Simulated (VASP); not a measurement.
Here is a VASP 6.6.1 calculation.

The input POSCAR:

```
NiO
1.0
    0.0000000000      2.1334775471      2.1334775471
    2.1334775471      0.0000000000      2.1334775471
    2.1334775471      2.1334775471      0.0000000000
Ni O
1 1
Direct
    0.0000000000      0.0000000000      0.0000000000
    0.5000000000      0.5000000000      0.5000000000
```

Contents of INCAR.step1:

```
PREC = Accurate
ENCUT = 520
ISMEAR = -1
SIGMA = 0.1
LREAL = F
LASPH = T
NELM = 150
ISPIN = 2
MAGMOM = 2 0
LMAXMIX = 4
NBANDS = 19
GGA = PE
ALGO = Normal
EDIFF = 1E-4
LWAVE = T
LCHARG = F
```

Contents of INCAR.step2:

```
PREC = Accurate
ENCUT = 520
EDIFF = 1E-6
ISMEAR = -1
SIGMA = 0.1
LREAL = F
LASPH = T
NELM = 150
ALGO = Normal
ISIF = 2
LWAVE = F
LCHARG = F
ISPIN = 2
MAGMOM = 2 0
LORBIT = 11
LMAXMIX = 4
METAGGA = R2SCAN
LMIXTAU = T
NBANDS = 19
ISTART = 1
```

Contents of KPOINTS:

```
Automatic mesh
0
Gamma
  11 11 11
```

Potentials or basis: VASP PAW PBE potentials, release 64 (Ni, O).

Command:

```sh
$ cat potpaw_PBE.64/Ni/POTCAR potpaw_PBE.64/O/POTCAR > POTCAR
$ cp INCAR.step1 INCAR
$ mpirun -np 1 vasp_std > vasp.out
$ cp INCAR.step2 INCAR
$ mpirun -np 1 vasp_std > vasp.out
```

Task: Predict the pressure.

Result: -10.6 GPa.

Task: What does it give for the band gap on the k mesh?

Result: 0.94 eV, indirect (least direct gap 1.76 eV).

Task: Predict the site moments.

Result: Ni +1.70; O +0.27 μB.

Task: Predict the net moment.

Result: 2.00 μB per cell.

Caveat: the PAW data sets were made with another functional, which shifts forces and pressure a little; a cell with one magnetic atom can't hold antiferromagnetic order, which such compounds often take. r2SCAN opens gaps a little over a GGA but as a rule still falls short of measured ones.
